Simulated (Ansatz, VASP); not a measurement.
**MgW2Br4O4: VASP beside Ansatz**

The input INCAR:

```
SYSTEM = MgW2Br4O4
PREC = Accurate ; ENCUT = 600
EDIFF = 1E-7 ; ISMEAR = 0
SIGMA = 0.1 ; LREAL = .FALSE.
LASPH = .TRUE. ; NELM = 60
ALGO = Normal ; ISIF = 3
LWAVE = .FALSE. ; LCHARG = .FALSE.
GGA = PE ; IBRION = 2
NSW = 90 ; EDIFFG = -0.04
```

KPOINTS

```
Automatic mesh
0
G
  4 2 2
  0 0 0
```

File POSCAR:

```
MgW2Br4O4
1.0
    3.8578232664      0.0000000000      0.0000000000
    0.0000000000      8.4808919300      0.0000000000
   -0.0119060088      0.0000000000      7.7552361765
Mg W Br O
1 2 4 4
Direct
    0.4993108400      0.5000000000      0.2044046200
    0.0013945000      0.0000000000      0.9677061800
    0.9985279300      0.0000000000      0.4646644000
    0.0034773300      0.3147920700      0.9840945700
    0.0034773300      0.6852079300      0.9840945700
    0.9970343300      0.3139349500      0.4475965200
    0.9970343300      0.6860650500      0.4475965200
    0.5010969100      0.0000000000      0.9656719900
    0.9997847200      0.0000000000      0.7084382400
    0.4987986700      0.0000000000      0.4658200300
    0.0000630900      0.0000000000      0.2224853600
```

Input for Ansatz:

```yaml
crystal:
  lattice:
    - [3.8578232664, 0.0, 0.0]
    - [0.0, 8.48089193, 0.0]
    - [-0.0119060088, 0.0, 7.7552361765]
  atoms:
    - { symbol: Mg, position: [0.49931084, 0.5, 0.20440462] }
    - { symbol: W, position: [0.0013945, 0.0, 0.96770618] }
    - { symbol: W, position: [0.99852793, 0.0, 0.4646644] }
    - { symbol: Br, position: [0.00347733, 0.31479207, 0.98409457] }
    - { symbol: Br, position: [0.00347733, 0.68520793, 0.98409457] }
    - { symbol: Br, position: [0.99703433, 0.31393495, 0.44759652] }
    - { symbol: Br, position: [0.99703433, 0.68606505, 0.44759652] }
    - { symbol: O, position: [0.50109691, 0.0, 0.96567199] }
    - { symbol: O, position: [0.99978472, 0.0, 0.70843824] }
    - { symbol: O, position: [0.49879867, 0.0, 0.46582003] }
    - { symbol: O, position: [6.309e-05, 0.0, 0.22248536] }
basis:
  ecutwfc: 420
kpoints:
  mp_grid: { grid: [4, 2, 2] }
hamiltonian:
  xc: pbe
scf:
  occupations: { method: gaussian, width: 0.1 }
  lower_state_search: "off"
output:
  forces: true
  stress: true
  eigenvalues: true
relax:
  adjacent_minimum: "off"
  f_tol: 0.04
  max_steps: 70
  cell: { stress_tol: 0.4 }
```

Alike in both runs: task relaxation of cell and atoms; functional PBE; k mesh 4 × 2 × 2; occupations gaussian, width 0.1 eV; no spin polarisation.

|  | VASP | Ansatz |
| --- | --- | --- |
| version | VASP 6.6.1 | Ansatz 0.2.0 |
| potentials or method | VASP PAW PBE potentials, release 64 (Mg, W_sv, Br, O), cutoff 600 eV | scalar-relativistic, plane waves, PAW |
| valence electrons in the cell | 82 | 90 |

```tsv
	VASP	Ansatz	Ansatz less VASP
gap on the k mesh at the Fermi level, each at its own relaxed structure (eV)	none	none	-
relaxed volume (Å³/atom)	22.10	22.76	+0.657
relaxed cell length with the largest relative difference (Å)	8.420	8.593	+0.1736
```

A gap of «none» marks a metal or a gap that the smearing closes. VASP's potentials hold 82 valence electrons a cell and Ansatz's 90, so a difference there can come from the potentials and not from the codes.

The k mesh is coarse, so the values compare programs but aren't converged. Neither program's run includes spin-orbit coupling.
